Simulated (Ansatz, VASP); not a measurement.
## Sb: VASP beside Ansatz

```
Sb
1.0
     2.98071    0.00000    0.00000
     0.00000    2.98071    0.00000
     0.00000    0.00000    2.98071
Sb
1
Direct
  0.00000 0.00000 0.00000
```

Alike in both runs: task single point; functional PBE; k mesh 14 × 14 × 14; occupations gaussian, width 0.1 eV; no spin polarisation.

|  | VASP | Ansatz |
| --- | --- | --- |
| version | VASP 6.6.1 | Ansatz 0.2.0 |
| potentials or method | VASP PAW PBE potentials, release 64 (Sb), cutoff 520 eV | scalar-relativistic, plane waves, PAW |
| valence electrons in the cell | 5 | 15 |

|  | VASP | Ansatz | Ansatz less VASP |
| --- | --- | --- | --- |
| gap on the k mesh at the Fermi level (eV) | none | none | - |
| pressure (GPa) | 9.2 | 9.1 | -0.08 |

A gap of «none» marks a metal or a gap that the smearing closes. The functional is the same, so the differences come from potentials, cutoffs and numerics. VASP's potentials hold 5 valence electrons a cell and Ansatz's 15, so a difference there can come from the potentials and not from the codes.

Spin-orbit coupling is off throughout.
